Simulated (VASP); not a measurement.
Input of a VASP 6.6.1 run:

File POSCAR:

```
KZnPF
1.0
    4.1325814047      0.0000000000      0.0000000000
    0.0000000000      4.1325814047      0.0000000000
    0.0000000000      0.0000000000     10.3505280052
K Zn P F
2 2 2 2
Direct
    0.2500000000      0.2500000000      0.3740568212
    0.7500000000      0.7500000000      0.6259431788
    0.2500000000      0.7500000000      0.0000000000
    0.7500000000      0.2500000000      0.0000000000
    0.7500000000      0.7500000000      0.1249361194
    0.2500000000      0.2500000000      0.8750638806
    0.2500000000      0.7500000000      0.5000000000
    0.7500000000      0.2500000000      0.5000000000
```

The input INCAR.step1:

```
PREC = Accurate ; ENCUT = 520
ISMEAR = -1 ; SIGMA = 0.1
LREAL = F ; LASPH = T
NELM = 60 ; NBANDS = 43
GGA = PE ; ALGO = Normal
EDIFF = 1E-4 ; LWAVE = T
LCHARG = F
```

File INCAR.step2:

```
PREC = Accurate ; ENCUT = 520
EDIFF = 1E-6 ; ISMEAR = -1
SIGMA = 0.1 ; LREAL = F
LASPH = T ; NELM = 60
ALGO = Normal ; ISIF = 2
LWAVE = F ; LCHARG = F
METAGGA = R2SCAN ; LMIXTAU = T
NBANDS = 43 ; ISTART = 1
```

Contents of KPOINTS:

```
regular mesh
0
Gamma
  4 4 2
```

Potentials or basis: VASP PAW PBE potentials, release 64 (K_sv, Zn, P, F).

Launch:

```console
$ cat potpaw_PBE.64/K_sv/POTCAR potpaw_PBE.64/Zn/POTCAR potpaw_PBE.64/P/POTCAR potpaw_PBE.64/F/POTCAR > POTCAR
$ cp INCAR.step1 INCAR
$ mpirun -np 1 vasp_std > vasp.out
$ cp INCAR.step2 INCAR
$ mpirun -np 1 vasp_std > vasp.out
```

Problem. Predict the largest force.

Solution. 0.052 eV/Å.

Problem. Estimate the band gap on the k mesh.

Solution. Zero (bands 33 and 34 overlap by 0.85 eV).

Problem. Estimate the pressure.

Solution. 0.0 GPa.

Forces on the atoms (eV/Å):
```
K    0.000  0.000 -0.052
K    0.000  0.000  0.052
Zn   0.000  0.000  0.000
Zn   0.000  0.000  0.000
P    0.000  0.000 -0.002
P    0.000  0.000  0.002
F    0.000  0.000  0.000
F    0.000  0.000  0.000
```

Caveat: the k points lie up to 0.38 Å⁻¹ apart, too coarse for converged energies and pressures of a metal; the PAW data sets were made with another functional, which shifts forces and pressure a little.
